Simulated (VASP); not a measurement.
# W2C3 (P6_3/mmc) in VASP: notebook

Runs on W2C3. Level: PBE. Tasks: single point, relaxation of cell and atoms.

All numbers are computed with VASP 6.6.1; they aren't measurements. Logs are shortened: lines on timing, memory, paths and dates and some standing lists are left out, and cuts for length are marked.

**1. The cell of the first run**

It takes space group P6_3/mmc (No. 194, hexagonal). The conventional cell has a = 2.778 Å, b = 2.778 Å, c = 14.191 Å, α = 90.00°, β = 90.00°, γ = 120.00°. W (site symmetry 3m) has 7 C at 2.16 to 2.48 Å and 7 W at 2.78 to 2.90 Å within 2.9 Å. C (site symmetry -6m2) has 6 W at 2.16 Å and 6 C at 2.78 Å within 2.9 Å. C (site symmetry 3m) has 3 C at 1.66 Å within 2.2 Å.

The cell was built from a structure type or drawn by symmetry, and may not be a known phase.

**2. Single point, PBE**

Input file INCAR:

```
PREC     = Accurate       # precision mode
ENCUT    = 520            # plane-wave cutoff, eV
EDIFF    = 1E-6           # SCF threshold, eV
ISMEAR   = 0              # smearing method
SIGMA    = 0.1            # smearing width, eV
LREAL    = F              # projectors in reciprocal space
LASPH    = T              # aspherical terms in the spheres
NELM     = 60             # most SCF steps
ALGO     = Normal         # electronic algorithm
ISIF     = 2              # what is computed and relaxed
LWAVE    = F              # write WAVECAR
LCHARG   = T              # write CHGCAR
GGA      = PE             # functional
LELF     = T              # ELF
LVHAR    = T            
NBANDS   = 51             # bands
```

Input file KPOINTS:

```
Automatic mesh
0
Gamma
  12 12 4
```

Input file POSCAR:

```
W2C3
1.0
    2.7780554421      0.0000000000      0.0000000000
   -1.3890277211      2.4058665860      0.0000000000
    0.0000000000      0.0000000000     14.1910861932
W C
4 6
Direct
    0.3333333333      0.6666666667      0.1479008464
    0.6666666667      0.3333333333      0.6479008464
    0.3333333333      0.6666666667      0.3520991536
    0.6666666667      0.3333333333      0.8520991536
    0.0000000000      0.0000000000      0.2500000000
    0.0000000000      0.0000000000      0.7500000000
    0.3333333333      0.6666666667      0.9850042832
    0.6666666667      0.3333333333      0.4850042832
    0.3333333333      0.6666666667      0.5149957168
    0.6666666667      0.3333333333      0.0149957168
```

Potentials or basis: VASP PAW PBE potentials, release 64 (W_sv, C).

Command:

```
cat potpaw_PBE.64/W_sv/POTCAR potpaw_PBE.64/C/POTCAR > POTCAR
mpirun -np 1 vasp_std > vasp.out
```

OUTCAR:

```text
PREC = Accurate
   ENCUT = 520
   EDIFF = 1E-6
   ISMEAR = 0
   LREAL = F
   LASPH = T
   NELM = 60
   ISIF = 2
   GGA = PE

 ion  position               nearest neighbor table
   1  0.333  0.667  0.148-   5 2.16   5 2.16   5 2.16   7 2.31  10 2.48  10 2.48  10 2.48   3 2.90

   2  0.667  0.333  0.648-   6 2.16   6 2.16   6 2.16   8 2.31   9 2.48   9 2.48   9 2.48   4 2.90

   3  0.333  0.667  0.352-   5 2.16   5 2.16   5 2.16   9 2.31   8 2.48   8 2.48   8 2.48   1 2.90

   4  0.667  0.333  0.852-   6 2.16   6 2.16   6 2.16  10 2.31   7 2.48   7 2.48   7 2.48   2 2.90

   5  0.000  0.000  0.250-   1 2.16   3 2.16   1 2.16   3 2.16   1 2.16   3 2.16
   6  0.000  0.000  0.750-   2 2.16   4 2.16   2 2.16   4 2.16   2 2.16   4 2.16
   7  0.333  0.667  0.985-  10 1.66  10 1.66  10 1.66   1 2.31   4 2.48   4 2.48   4 2.48
   8  0.667  0.333  0.485-   9 1.66   9 1.66   9 1.66   2 2.31   3 2.48   3 2.48   3 2.48
   9  0.333  0.667  0.515-   8 1.66   8 1.66   8 1.66   3 2.31   2 2.48   2 2.48   2 2.48
  10  0.667  0.333  0.015-   7 1.66   7 1.66   7 1.66   4 2.31   1 2.48   1 2.48   1 2.48

  LATTYP: Found a hexagonal cell.
 ALAT       =     2.7780554421
 C/A-ratio  =     5.1082804102

  Lattice vectors:

 A1 = (   2.7780554421,   0.0000000000,   0.0000000000)
 A2 = (  -1.3890277211,   2.4058665860,   0.0000000000)
 A3 = (   0.0000000000,   0.0000000000,  14.1910861932)

Analysis of symmetry for initial positions (statically):
=====================================================================
 Subroutine PRICEL returns:
 Original cell was already a primitive cell.

 Routine SETGRP: Setting up the symmetry group for a
 hexagonal supercell.

 Subroutine GETGRP returns: Found 24 space group operations
 (whereof 12 operations were pure point group operations)
 out of a pool of 24 trial point group operations.

The static configuration has the point symmetry D_3d.
 The point group associated with its full space group is D_6h.

Analysis of symmetry for dynamics (positions and initial velocities):
=====================================================================
 Subroutine PRICEL returns:
 Original cell was already a primitive cell.

 Routine SETGRP: Setting up the symmetry group for a
 hexagonal supercell.

 Subroutine GETGRP returns: Found 24 space group operations
 (whereof 12 operations were pure point group operations)
 out of a pool of 24 trial point group operations.

The dynamic configuration has the point symmetry D_3d.
 The point group associated with its full space group is D_6h.

 Subroutine INISYM returns: Found 24 space group operations
 (whereof 12 operations are pure point group operations),
 and found     1 'primitive' translations

----------------------------------------------------------------------------------------

                                     Primitive cell

  volume of cell :      94.8480

  direct lattice vectors                    reciprocal lattice vectors
     2.778055442  0.000000000  0.000000000     0.359964018  0.207825323  0.000000000
    -1.389027721  2.405866586  0.000000000     0.000000000  0.415650646  0.000000000
     0.000000000  0.000000000 14.191086193     0.000000000  0.000000000  0.070466770

  length of vectors
     2.778055442  2.778055442 14.191086193     0.415650646  0.415650646  0.070466770

  position of ions in fractional coordinates (direct lattice)
     0.333333333  0.666666667  0.147900846
     0.666666667  0.333333333  0.647900846
     0.333333333  0.666666667  0.352099154
     0.666666667  0.333333333  0.852099154
     0.000000000  0.000000000  0.250000000
     0.000000000  0.000000000  0.750000000
     0.333333333  0.666666667  0.985004283
     0.666666667  0.333333333  0.485004283
     0.333333333  0.666666667  0.514995717
     0.666666667  0.333333333  0.014995717

  ion indices of the primitive-cell ions
   primitive index   ion index
                 1           1
                 2           2
                 3           3
                 4           4
                 5           5
                 6           6
                 7           7
                 8           8
                 9           9
                10          10

----------------------------------------------------------------------------------------

 KPOINTS: Automatic mesh

Automatic generation of k-mesh.
 Grid dimensions read from file:
 generate k-points for:   12   12    4

 Generating k-lattice:

  Cartesian coordinates                     Fractional coordinates (reciprocal lattice)
     0.029997002  0.017318777  0.000000000     0.083333333 -0.000000000  0.000000000
     0.000000000  0.034637554  0.000000000     0.000000000  0.083333333  0.000000000
     0.000000000  0.000000000  0.017616692     0.000000000  0.000000000  0.250000000

  Length of vectors
     0.034637554  0.034637554  0.017616692

  Shift w.r.t. Gamma in fractional coordinates (k-lattice)
     0.000000000  0.000000000  0.000000000

 Subroutine IBZKPT returns following result:
 ===========================================

 Found     57 irreducible k-points:

 Following reciprocal coordinates:
            Coordinates               Weight
  0.000000  0.000000  0.000000      1.000000
  0.083333  0.000000  0.000000      6.000000
  0.166667 -0.000000  0.000000      6.000000
  0.250000 -0.000000  0.000000      6.000000
  0.333333 -0.000000  0.000000      6.000000
  0.416667  0.000000  0.000000      6.000000
[... 16 lines left out ...]
  0.250000 -0.000000  0.250000     12.000000
  0.333333 -0.000000  0.250000     12.000000
 [... further k-points ...]
   k-points           NKPTS =     57   k-points in BZ     NKDIM =     57   number of bands    NBANDS=     51
   number of dos      NEDOS =    301   number of ions     NIONS =     10
   total plane-waves  NPLWV =  62208
   dimension x,y,z NGX =    24 NGY =   24 NGZ =  108
   dimension x,y,z NGXF=    48 NGYF=   48 NGZF=  216
   ions per type =               4   6
   NGX,Y,Z   is equivalent  to a cutoff of  14.36, 14.36, 12.65 a.u.
   NGXF,Y,Z  is equivalent  to a cutoff of  28.72, 28.72, 25.30 a.u.
 SYSTEM =  unknown system
   PREC   = accura    normal or accurate (medium, high low for compatibility)
   ISTART =      0    job   : 0-new  1-cont  2-samecut
   ICHARG =      2    charge: 1-file 2-atom 10-const
   ISPIN  =      1    spin polarized calculation?
   LNONCOLLINEAR =      F non collinear calculations
   LSORBIT =      F    spin-orbit coupling
   LASPH  =      T    aspherical Exc in radial PAW
   ENCUT  =  520.0 eV  38.22 Ry    6.18 a.u.   5.17  5.17 26.39*2*pi/ulx,y,z
   NELM   =     60;   NELMIN=  2; NELMDL= -5     # of ELM steps
   EDIFF  = 0.1E-05   stopping-criterion for ELM
   LREAL  =      F    real-space projection
   EDIFFG = 0.1E-04   stopping-criterion for IOM
   NSW    =      0    number of steps for IOM
   IBRION =     -1    ionic relax: 0-MD 1-quasi-New 2-CG
   NFREE  =      0    steps in history (QN), initial steepest desc. (CG)
   ISIF   =      2    stress and relaxation
   ISYM   =      2    0-nonsym 1-usesym 2-fastsym
   POTIM  = 0.5000    time-step for ionic-motion
   TEBEG  =    0.0;   TEEND  =   0.0 temperature during run
   PSTRESS=    0.0 pullay stress
   NELECT =      80.0000    total number of electrons
   NUPDOWN=      -1.0000    fix difference up-down
   EMIN   =  10.00;   EMAX   =-10.00  energy-range for DOS
   EFERMI =   0.00;   METHOD = LEGACY
   ISMEAR =     0;   SIGMA  =   0.10  broadening in eV -4-tet -1-fermi 0-gaus
   EFERMI_NEDOS =   21; number of points for ismear=-14 and -15
   IALGO  =     38    algorithm
   IMIX   =      4    mixing-type and parameters
     AMIX     =   0.40;   BMIX     =  1.00
     AMIX_MAG =   1.60;   BMIX_MAG =  1.00
  volume/ion in A,a.u.               =       9.48        64.01
  Fermi-wavevector in a.u.,A,eV,Ry     =   1.546781  2.922992 32.552362  2.392531
  Thomas-Fermi vector in A             =   2.651968
   LORBIT       =      0    0 simple, 1 ext, 2 COOP (PROOUT), +10 PAW based schemes
   GGA     = PE    functional components
   LHFCALC =     F    Hartree Fock is set to
   AEXX    =    0.0000 exact exchange contribution
   IVDW    =     0    specifies the selected vdW correction
   LEPSILON=     F    determine dielectric tensor
   LRPA    =     F    only Hartree local field effects (RPA)
 non-spin polarized calculation
 Gauss-broadening in eV      SIGMA  =   0.10
  energy-cutoff  :      520.00
  volume of cell :       94.85
 maximum number of plane-waves:      2573
 NGX is ok and might be reduce to    24
   NGX = 11   NGY = 11   NGZ = 53

 number of electron      79.9999993 magnetization

 Free energy of the ion-electron system (eV)
  ---------------------------------------------------
  ext. energy  EPLUGINS =         0.00000000
  ---------------------------------------------------
  free energy    TOTEN  =      -100.40279038 eV

  energy without entropy =     -100.38010230  energy(sigma->0) =     -100.39144634

 E-fermi :  12.2756     XC(G=0): -13.7191

 val. band max:       12.2715555982   @ k =   0.3333  -0.0000   0.2500
 cond. band min:      12.2767586121   @ k =   0.0000   0.0000   0.0000
 fundamental gap:      0.0052030139
 Fermi energy:        12.2756278315

 k-point     1 :       0.0000    0.0000    0.0000
  band No.  band energies     occupation
      1     -62.3716      2.00000
      2     -62.3716      2.00000
      3     -62.3555      2.00000
      4     -62.3555      2.00000
      5     -27.1220      2.00000
      6     -27.1078      2.00000
[... 43 lines left out ...]
     50      14.9493      0.00000
     51      14.9754      0.00000

 k-point     2 :       0.0833    0.0000    0.0000
  band No.  band energies     occupation
      1     -62.3648      2.00000
      2     -62.3647      2.00000
      3     -62.3488      2.00000
      4     -62.3488      2.00000
      5     -27.1068      2.00000
      6     -27.0931      2.00000
[... 43 lines left out ...]
     50      14.9564      0.00000
     51      14.9856      0.00000

 k-point     3 :       0.1667   -0.0000    0.0000
  band No.  band energies     occupation
      1     -62.3461      2.00000
      2     -62.3460      2.00000
      3     -62.3302      2.00000
      4     -62.3302      2.00000
      5     -27.0649      2.00000
      6     -27.0528      2.00000
[... 43 lines left out ...]
     50      14.9086      0.00000
     51      16.0340      0.00000
[... 1027 lines left out ...]
 k-point    23 :       0.2500   -0.0000    0.2500
  band No.  band energies     occupation
      1     -62.3205      2.00000
      2     -62.3204      2.00000
      3     -62.3048      2.00000
      4     -62.3048      2.00000
      5     -27.0061      2.00000
      6     -26.9991      2.00000
[... 43 lines left out ...]
     50      15.2390      0.00000
     51      16.0791      0.00000

 k-point    24 :       0.3333   -0.0000    0.2500
  band No.  band energies     occupation
      1     -62.2947      2.00000
      2     -62.2947      2.00000
      3     -62.2793      2.00000
      4     -62.2793      2.00000
      5     -26.9573      2.00000
      6     -26.9545      2.00000
[... 43 lines left out ...]
     50      15.5079      0.00000
     51      15.8584      0.00000

 [... further k-points ...]

------------------------ aborting loop because EDIFF is reached ----------------------------------------

  FORCE on cell =-STRESS in cart. coord.  units (eV):
  Direction    XX          YY          ZZ          XY          YZ          ZX
  --------------------------------------------------------------------------------------
  -------------------------------------------------------------------------------------
  Total        0.5864711      0.5864711      0.7140403     -0.0000000      0.0000000      0.0000000
  in kB        9.9067025      9.9067025     12.0616087     -0.0000000      0.0000000      0.0000000
  external PRESSURE =      10.6250046 kB  Pullay stress =       0.0000000 kB

 VOLUME and BASIS-vectors are now :
 -----------------------------------------------------------------------------
  energy-cutoff  :      520.00
  volume of cell :       94.85
      direct lattice vectors                 reciprocal lattice vectors
     2.778055442  0.000000000  0.000000000     0.359964018  0.207825323  0.000000000
    -1.389027721  2.405866586  0.000000000     0.000000000  0.415650646  0.000000000
     0.000000000  0.000000000 14.191086193     0.000000000  0.000000000  0.070466770

 POSITION                                       TOTAL-FORCE (eV/Angst)
 -----------------------------------------------------------------------------------
     -0.00000      1.60391      2.09887         0.000000     -0.000000     -0.012631
      1.38903      0.80196      9.19442        -0.000000     -0.000000     -0.012631
     -0.00000      1.60391      4.99667         0.000000     -0.000000      0.012631
      1.38903      0.80196     12.09221        -0.000000     -0.000000      0.012631
      0.00000      0.00000      3.54777        -0.000000      0.000000     -0.000000
      0.00000      0.00000     10.64331        -0.000000     -0.000000     -0.000000
     -0.00000      1.60391     13.97828        -0.000000      0.000000     -0.000463
      1.38903      0.80196      6.88274        -0.000000     -0.000000     -0.000463
     -0.00000      1.60391      7.30835         0.000000      0.000000      0.000463
      1.38903      0.80196      0.21281         0.000000     -0.000000      0.000463
 -----------------------------------------------------------------------------------
    total drift:                               -0.000000      0.000000     -0.000000

  FREE ENERGIE OF THE ION-ELECTRON SYSTEM (eV)
  ---------------------------------------------------
  free  energy   TOTEN  =      -100.4027903757 eV

  energy  without entropy=     -100.3801022981  energy(sigma->0) =     -100.39144634
```

It took 13 min on 1 thread of AMD EPYC 7R13, shared host; peak memory 0.33 GiB.

What came out:

```yaml
Free_energy: -100.4028 eV
Pressure: 1.1 GPa
Largest_force: 0.013 eV/Å
Band_gap_on_the_k_mesh: zero (bands 40 and 41 overlap by 1.89 eV)
```

Forces on the atoms (eV/Å):
```
W    0.000  0.000 -0.013
W    0.000  0.000 -0.013
W    0.000  0.000  0.013
W    0.000  0.000  0.013
C    0.000  0.000  0.000
C    0.000  0.000  0.000
C    0.000  0.000  0.000
C    0.000  0.000  0.000
C    0.000  0.000  0.000
C    0.000  0.000  0.000
```

Levels at points of the mesh, in eV from the Fermi level:
```csv
k point,band 37,band 38,band 39,band 40,band 41,band 42,band 43,band 44
"(0.00, 0.00, 0.00)",-1.21,-1.21,-0.75,-0.67,0.00,0.00,0.28,0.28
"(0.50, 0.00, 0.00)",-3.28,-2.77,0.60,1.01,1.22,1.77,2.18,2.49
"(0.00, 0.00, 0.50)",-1.37,-1.37,-0.74,-0.74,0.13,0.13,0.13,0.13
"(0.50, 0.00, 0.50)",-3.04,-3.04,1.11,1.11,1.29,1.29,2.02,2.02
```

Caveat: spin-orbit coupling is left out, which moves the levels of the heavy elements.

[end of part 1 of 2]
